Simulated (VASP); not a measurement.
# ZnSe (I-4m2) in VASP: further runs, part 2 of 2

VASP 6.6.1.

**5. Single point, r2SCAN**

This run uses another cell than the first one, of the same volume but with other edges.

POSCAR

```
ZnSe
1.0
    0.0000000000      2.9136670334      2.6805736707
    2.9136670334      0.0000000000      2.6805736707
    2.9136670334      2.9136670334      0.0000000000
Zn Se
1 1
Direct
    0.0000000000      0.0000000000      0.0000000000
    0.7500000000      0.7500000000      0.7500000000
```

INCAR.step1

```
SYSTEM = ZnSe
PREC = Accurate
ENCUT = 520
ISMEAR = 0
SIGMA = 0.05
LREAL = .FALSE.
LASPH = .TRUE.
NELM = 80
NBANDS = 16
GGA = PE
ALGO = Normal
EDIFF = 1E-4
LWAVE = .TRUE.
LCHARG = .FALSE.
```

INCAR.step2

```
SYSTEM = ZnSe
PREC = Accurate
ENCUT = 520
EDIFF = 1E-7
ISMEAR = 0
SIGMA = 0.05
LREAL = .FALSE.
LASPH = .TRUE.
NELM = 80
ALGO = Normal
ISIF = 2
LWAVE = .FALSE.
LCHARG = .FALSE.
METAGGA = R2SCAN
LMIXTAU = .TRUE.
NBANDS = 16
ISTART = 1
```

KPOINTS

```
Automatic mesh
0
G
  10 10 10
  0 0 0
```

Run with:

```sh
> cat potpaw_PBE.64/Zn/POTCAR potpaw_PBE.64/Se/POTCAR > POTCAR
> cp INCAR.step1 INCAR
> mpirun -np 1 vasp_std > vasp.out
> cp INCAR.step2 INCAR
> mpirun -np 1 vasp_std > vasp.out
```

It took 4.4 min on 1 thread of AMD EPYC 7R13 (Zen 3), shared host; peak memory 0.2 GiB.

The run converged. Its results:

```yaml
Free_energy: -24.8877 eV
Pressure: -0.1 GPa
Band_gap_on_the_k_mesh: 1.67 eV
```

Stress tensor (GPa, compression positive):
```
-1.00  0.00  0.00
 0.00 -1.00  0.00
 0.00  0.00  1.62
```

Levels at points of the mesh, in eV from the valence-band top:
```csv
k point,band 5,band 6,band 7,band 8,band 9,band 10,band 11,band 12,band 13,band 14
"(0.00, 0.00, 0.00)",-6.46,-6.45,-0.27,-0.27,0.00,1.67,6.16,6.21,6.21,10.42
"(0.50, 0.00, 0.00)",-6.43,-6.31,-5.44,-1.28,-0.82,2.80,6.38,7.16,8.97,11.42
"(0.50, 0.50, 0.00)",-6.40,-6.21,-4.62,-2.68,-2.68,2.94,3.16,11.82,11.82,11.84
"(0.50, 0.00, 0.50)",-6.42,-6.31,-5.10,-2.30,-2.14,3.32,4.00,10.97,11.29,12.02
```

Caveat: the PAW data sets were made with another functional, which shifts forces and pressure a little.

**6. Single point, r2SCAN**

This run uses another cell than the first one, of the same volume but with other edges.

POSCAR

```
ZnSe
1.0
    0.0000000000      2.7451851078      3.0197036185
    2.7451851078      0.0000000000      3.0197036185
    2.7451851078      2.7451851078      0.0000000000
Zn Se
1 1
Direct
    0.0000000000      0.0000000000      0.0000000000
    0.7500000000      0.7500000000      0.7500000000
```

INCAR.step1

```
SYSTEM = ZnSe
ALGO = Normal
EDIFF = 1E-4
ENCUT = 520
GGA = PE
ISMEAR = 0
LASPH = .TRUE.
LCHARG = .FALSE.
LREAL = .FALSE.
LWAVE = .TRUE.
NBANDS = 16
NELM = 100
PREC = Accurate
SIGMA = 0.05
```

INCAR.step2

```
SYSTEM = ZnSe
ALGO = Normal
EDIFF = 1E-6
ENCUT = 520
ISIF = 2
ISMEAR = 0
ISTART = 1
LASPH = .TRUE.
LCHARG = .FALSE.
LMIXTAU = .TRUE.
LREAL = .FALSE.
LWAVE = .FALSE.
METAGGA = R2SCAN
NBANDS = 16
NELM = 100
PREC = Accurate
SIGMA = 0.05
```

KPOINTS

```
k-points
0
G
  10 10 10
  0 0 0
```

Potentials or basis: VASP PAW PBE potentials, release 64 (Zn, Se).

Run with:

```sh
> cat potpaw_PBE.64/Zn/POTCAR potpaw_PBE.64/Se/POTCAR > POTCAR
> cp INCAR.step1 INCAR
> mpirun -np 1 vasp_std > vasp.out
> cp INCAR.step2 INCAR
> mpirun -np 1 vasp_std > vasp.out
```

OUTCAR:

```text
SYSTEM = ZnSe
   EDIFF = 1E-6
   ENCUT = 520
   ISIF = 2
   ISMEAR = 0
   ISTART = 1
   LASPH = .TRUE.
   LREAL = .FALSE.
   METAGGA = R2SCAN
   NELM = 100
   PREC = Accurate

 ion  position               nearest neighbor table
   1  0.000  0.000  0.000-   2 2.46   2 2.46   2 2.46   2 2.46
   2  0.750  0.750  0.750-   1 2.46   1 2.46   1 2.46   1 2.46

  LATTYP: Found a body centered tetragonal cell.
 ALAT       =     3.8822780107
 C/A-ratio  =     1.5556349186

  Lattice vectors:

 A1 = (  -2.7451851078,   0.0000000000,   3.0197036185)
 A2 = (   2.7451851078,   0.0000000000,   3.0197036185)
 A3 = (   0.0000000000,   2.7451851078,  -3.0197036185)

Analysis of symmetry for initial positions (statically):
=====================================================================
 Subroutine PRICEL returns:
 Original cell was already a primitive cell.

 Routine SETGRP: Setting up the symmetry group for a
 body centered tetragonal supercell.

 Subroutine GETGRP returns: Found  8 space group operations
 (whereof  8 operations were pure point group operations)
 out of a pool of 16 trial point group operations.

The static configuration has the point symmetry D_2d.

Analysis of symmetry for dynamics (positions and initial velocities):
=====================================================================
 Subroutine PRICEL returns:
 Original cell was already a primitive cell.

 Routine SETGRP: Setting up the symmetry group for a
 body centered tetragonal supercell.

 Subroutine GETGRP returns: Found  8 space group operations
 (whereof  8 operations were pure point group operations)
 out of a pool of 16 trial point group operations.

The dynamic configuration has the point symmetry D_2d.

 Subroutine INISYM returns: Found  8 space group operations
 (whereof  8 operations are pure point group operations),
 and found     1 'primitive' translations

----------------------------------------------------------------------------------------

                                     Primitive cell

  volume of cell :      45.5132

  direct lattice vectors                    reciprocal lattice vectors
     0.000000000  2.745185108  3.019703618    -0.182137080  0.182137080  0.165579164
     2.745185108  0.000000000  3.019703618     0.182137080 -0.182137080  0.165579164
     2.745185108  2.745185108  0.000000000     0.182137080  0.182137080 -0.165579164

  length of vectors
     4.081011054  4.081011054  3.882278011     0.306209555  0.306209555  0.306209555

  position of ions in fractional coordinates (direct lattice)
     0.000000000  0.000000000  0.000000000
     0.750000000  0.750000000  0.750000000

  ion indices of the primitive-cell ions
   primitive index   ion index
                 1           1
                 2           2

----------------------------------------------------------------------------------------

 KPOINTS: k-points

Automatic generation of k-mesh.
 Grid dimensions read from file:
 generate k-points for:   10   10   10

 Generating k-lattice:

  Cartesian coordinates                     Fractional coordinates (reciprocal lattice)
    -0.018213708  0.018213708  0.016557916     0.100000000  0.000000000  0.000000000
     0.018213708 -0.018213708  0.016557916     0.000000000  0.100000000  0.000000000
     0.018213708  0.018213708 -0.016557916    -0.000000000 -0.000000000  0.100000000

  Length of vectors
     0.030620955  0.030620955  0.030620955

  Shift w.r.t. Gamma in fractional coordinates (k-lattice)
     0.000000000  0.000000000  0.000000000

 Subroutine IBZKPT returns following result:
 ===========================================

 Found    102 irreducible k-points:

 Following reciprocal coordinates:
            Coordinates               Weight
  0.000000  0.000000  0.000000      1.000000
  0.100000  0.000000  0.000000      8.000000
  0.200000  0.000000  0.000000      8.000000
  0.300000 -0.000000  0.000000      8.000000
  0.400000 -0.000000  0.000000      8.000000
  0.500000  0.000000  0.000000      4.000000
[... 16 lines left out ...]
  0.300000  0.300000  0.000000      2.000000
  0.400000  0.300000  0.000000      8.000000
 [... further k-points ...]
   k-points           NKPTS =    102   k-points in BZ     NKDIM =    102   number of bands    NBANDS=     16
   number of dos      NEDOS =    301   number of ions     NIONS =      2
   total plane-waves  NPLWV =  27000
   dimension x,y,z NGX =    30 NGY =   30 NGZ =   30
   dimension x,y,z NGXF=    60 NGYF=   60 NGZF=   60
   ions per type =               1   1
   NGX,Y,Z   is equivalent  to a cutoff of  12.22, 12.22, 12.85 a.u.
   NGXF,Y,Z  is equivalent  to a cutoff of  24.44, 24.44, 25.69 a.u.
 SYSTEM =  ZnSe
   PREC   = accura    normal or accurate (medium, high low for compatibility)
   ISTART =      1    job   : 0-new  1-cont  2-samecut
   ICHARG =      0    charge: 1-file 2-atom 10-const
   ISPIN  =      1    spin polarized calculation?
   LNONCOLLINEAR =      F non collinear calculations
   LSORBIT =      F    spin-orbit coupling
   LASPH  =      T    aspherical Exc in radial PAW
   ENCUT  =  520.0 eV  38.22 Ry    6.18 a.u.   7.59  7.59  7.22*2*pi/ulx,y,z
   NELM   =    100;   NELMIN=  2; NELMDL=  0     # of ELM steps
   EDIFF  = 0.1E-05   stopping-criterion for ELM
   LREAL  =      F    real-space projection
   EDIFFG = 0.1E-04   stopping-criterion for IOM
   NSW    =      0    number of steps for IOM
   IBRION =     -1    ionic relax: 0-MD 1-quasi-New 2-CG
   NFREE  =      0    steps in history (QN), initial steepest desc. (CG)
   ISIF   =      2    stress and relaxation
   ISYM   =      2    0-nonsym 1-usesym 2-fastsym
   POTIM  = 0.5000    time-step for ionic-motion
   TEBEG  =    0.0;   TEEND  =   0.0 temperature during run
   PSTRESS=    0.0 pullay stress
   NELECT =      18.0000    total number of electrons
   NUPDOWN=      -1.0000    fix difference up-down
   EMIN   =  10.00;   EMAX   =-10.00  energy-range for DOS
   EFERMI =   0.00;   METHOD = LEGACY
   ISMEAR =     0;   SIGMA  =   0.05  broadening in eV -4-tet -1-fermi 0-gaus
   EFERMI_NEDOS =   21; number of points for ismear=-14 and -15
   IALGO  =     38    algorithm
   IMIX   =      4    mixing-type and parameters
     AMIX     =   0.40;   BMIX     =  1.00
     AMIX_MAG =   1.60;   BMIX_MAG =  1.00
  volume/ion in A,a.u.               =      22.76       153.57
  Fermi-wavevector in a.u.,A,eV,Ry     =   1.201673  2.270834 19.647073  1.444019
  Thomas-Fermi vector in A             =   2.337476
   LORBIT       =      0    0 simple, 1 ext, 2 COOP (PROOUT), +10 PAW based schemes
   METAGGA = R2SCAN    functional components
   LHFCALC =     F    Hartree Fock is set to
   AEXX    =    0.0000 exact exchange contribution
   IVDW    =     0    specifies the selected vdW correction
   LEPSILON=     F    determine dielectric tensor
   LRPA    =     F    only Hartree local field effects (RPA)
 non-spin polarized calculation
 Gauss-broadening in eV      SIGMA  =   0.05
  energy-cutoff  :      520.00
  volume of cell :       45.51
 maximum number of plane-waves:      1251
   NGX = 15   NGY = 15   NGZ = 15

 number of electron      18.0000000 magnetization

 Free energy of the ion-electron system (eV)
  ---------------------------------------------------
  ext. energy  EPLUGINS =         0.00000000
  ---------------------------------------------------
  free energy    TOTEN  =       -24.87294051 eV

  energy without entropy =      -24.87294051  energy(sigma->0) =      -24.87294051

 E-fermi :   1.6433     XC(G=0):  -9.9255

 val. band max:        1.4325033834   @ k =   0.0000   0.0000   0.0000
 cond. band min:       3.1149779033   @ k =   0.0000   0.0000   0.0000
 fundamental gap:      1.6824745199
 Fermi energy:         1.6433379505

 k-point     1 :       0.0000    0.0000    0.0000
  band No.  band energies     occupation
      1     -12.3976      2.00000
      2      -5.4219      2.00000
      3      -5.3738      2.00000
      4      -5.3738      2.00000
      5      -5.0013      2.00000
      6      -4.9884      2.00000
[... 8 lines left out ...]
     15      12.4029      0.00000
     16      13.7530      0.00000
[... 419 lines left out ...]
 k-point    24 :       0.4000    0.3000    0.0000
  band No.  band energies     occupation
      1     -11.6293      2.00000
      2      -5.3511      2.00000
      3      -5.1843      2.00000
      4      -5.1718      2.00000
      5      -5.0050      2.00000
      6      -4.9648      2.00000
[... 8 lines left out ...]
     15      15.5782      0.00000
     16      16.5042      0.00000

 [... further k-points ...]

------------------------ aborting loop because EDIFF is reached ----------------------------------------

  FORCE on cell =-STRESS in cart. coord.  units (eV):
  Direction    XX          YY          ZZ          XY          YZ          ZX
  --------------------------------------------------------------------------------------
  -------------------------------------------------------------------------------------
  Total        0.3637425      0.3637425     -0.8619827      0.0000000      0.0000000      0.0000000
  in kB       12.8046311     12.8046311    -30.3439090      0.0000000      0.0000000      0.0000000
  external PRESSURE =      -1.5782156 kB  Pullay stress =       0.0000000 kB

 VOLUME and BASIS-vectors are now :
 -----------------------------------------------------------------------------
  energy-cutoff  :      520.00
  volume of cell :       45.51
      direct lattice vectors                 reciprocal lattice vectors
     0.000000000  2.745185108  3.019703618    -0.182137080  0.182137080  0.165579164
     2.745185108  0.000000000  3.019703618     0.182137080 -0.182137080  0.165579164
     2.745185108  2.745185108  0.000000000     0.182137080  0.182137080 -0.165579164

 POSITION                                       TOTAL-FORCE (eV/Angst)
 -----------------------------------------------------------------------------------
      0.00000      0.00000      0.00000         0.000000      0.000000      0.000000
      4.11778      4.11778      4.52956        -0.000000     -0.000000     -0.000000
 -----------------------------------------------------------------------------------
    total drift:                               -0.000043     -0.000043      0.000049

  FREE ENERGIE OF THE ION-ELECTRON SYSTEM (eV)
  ---------------------------------------------------
  free  energy   TOTEN  =       -24.8729405149 eV

  energy  without entropy=      -24.8729405149  energy(sigma->0) =      -24.87294051
```

OSZICAR.step1:

```text
N       E                     dE             d eps       ncg     rms          rms(c)
DAV:   1     0.859743381609E+02    0.85974E+02   -0.87772E+03  3272   0.128E+03
DAV:   2    -0.805792309214E+00   -0.86780E+02   -0.81550E+02  3632   0.250E+02
DAV:   3    -0.623968457274E+01   -0.54339E+01   -0.54122E+01  4000   0.612E+01
DAV:   4    -0.628269022384E+01   -0.43006E-01   -0.43001E-01  3984   0.581E+00
DAV:   5    -0.628288827725E+01   -0.19805E-03   -0.19805E-03  4200   0.358E-01    0.472E+00
DAV:   6    -0.600774923794E+01    0.27514E+00   -0.53919E-01  4840   0.239E+01    0.361E+00
DAV:   7    -0.598808535153E+01    0.19664E-01   -0.15599E-01  3720   0.352E+00    0.154E+00
DAV:   8    -0.598777941725E+01    0.30593E-03   -0.45117E-03  4608   0.680E-01    0.455E-01
DAV:   9    -0.598799163441E+01   -0.21222E-03   -0.11239E-03  3808   0.258E-01    0.665E-02
DAV:  10    -0.598809079356E+01   -0.99159E-04   -0.17646E-04  4232   0.104E-01
   1 F= -.59880908E+01 E0= -.59880908E+01  d E =-.241930E-15
```

It took 4.7 min on 1 thread of AMD EPYC 7R13 (Zen 3), shared host; peak memory 0.19 GiB.

Results:

| Quantity | Value |
| --- | --- |
| Free energy | -24.8729 eV |
| Pressure | -0.2 GPa |
| Band gap on the k mesh | 1.68 eV |

Caveat: the PAW data sets were made with another functional, which shifts forces and pressure a little.

**7. The runs side by side**

| cell | gap on the mesh (eV) | pressure (GPa) |
| --- | --- | --- |
| a = 4.166, b = 4.166, c = 3.771 Å, angles 63.1, 63.1, 53.8°, 2 atoms | 1.36 | -0.5 |
| a = 3.904, b = 3.904, c = 4.354 Å, angles 56.1, 56.1, 67.8°, 2 atoms | 1.31 | -1.3 |
| a = 4.259, b = 4.259, c = 3.672 Å, angles 64.5, 64.5, 51.1°, 2 atoms | 0.87 | -1.0 |
| a = 3.959, b = 3.959, c = 4.121 Å, angles 58.6, 58.6, 62.7°, 2 atoms | 1.67 | -0.1 |
| a = 4.081, b = 4.081, c = 3.882 Å, angles 61.6, 61.6, 56.8°, 2 atoms | 1.68 | -0.2 |

Alike in all rows: task single point; level r2SCAN; potentials or basis VASP PAW PBE potentials, release 64 (Zn, Se); no spin polarisation; k mesh 10 × 10 × 10; cutoff (eV) 520; smearing gaussian 0.05 eV.

Caveats: the PAW data sets were made with another functional, which shifts forces and pressure a little.

Absolute energies hang on the potentials; compare differences alone.
